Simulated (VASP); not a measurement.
Set up this calculation in VASP 6.6.1, as the native input.

```
Task                   : single point
Functional             : PBE
Potentials or basis    : VASP PAW PBE potentials, release 64 (Nd_3, Be, Cl), 4f in core
Cutoff                 : 600 eV
k mesh                 : 4 × 4 × 4
Occupations            : gaussian, width 0.1 eV
Spin                   : no spin polarisation
Dipole correction      : no
Mended                 : yes
Further INCAR settings : ALGO = Normal; EDIFF = 1e-06; NBANDS = 29
```

The structure of Nd3BeCl lies in POSCAR:

```
Nd3BeCl
1.0
    4.9095188100      0.0000000000      0.0000000000
    0.0000000000      4.9095188100      0.0000000000
    0.0000000000      0.0000000000      4.9095188100
Nd Be Cl
3 1 1
Direct
    0.0000000000      0.5000000000      0.5000000000
    0.5000000000      0.0000000000      0.5000000000
    0.5000000000      0.5000000000      0.0000000000
    0.0000000000      0.0000000000      0.0000000000
    0.5000000000      0.5000000000      0.5000000000
```

The cell was built from a structure type or drawn by symmetry, and may not be a known phase.

One way to write it, as run:

INCAR

```
SYSTEM = Nd3BeCl
PREC = Accurate
ENCUT = 600
EDIFF = 1E-6
ISMEAR = 0
SIGMA = 0.1
LREAL = .FALSE.
LASPH = .TRUE.
NELM = 200
ALGO = Normal
ISIF = 2
LWAVE = .FALSE.
LCHARG = .FALSE.
GGA = PE
NBANDS = 29
GGA_COMPAT = .FALSE.
LMAXMIX = 6
```

KPOINTS

```
Automatic mesh
0
G
  4 4 4
  0 0 0
```

Potentials or basis: VASP PAW PBE potentials, release 64 (Nd_3, Be, Cl), 4f in core.

Command:

```bash
$ cat potpaw_PBE.64/Nd_3/POTCAR potpaw_PBE.64/Be/POTCAR potpaw_PBE.64/Cl/POTCAR > POTCAR
$ mpirun -np 1 vasp_std > vasp.out
```

Results of the run:

```json
{
 "Pressure": "19.9 GPa",
 "Band gap on the k mesh": "zero (bands 21 and 22 overlap by 1.71 eV)"
}
```

Caveat: the cell stands under pressure; spin-orbit coupling is left out, which moves the levels of the heavy elements; the 4f electrons are frozen in the core, so they carry no moment and show no levels; the run has no spin polarisation, though such a crystal can be magnetic.

Wall time 21 s on 1 thread of Intel(R) Xeon(R) 6975P-C (Granite Rapids), on a shared host, peak memory 0.25 GiB.
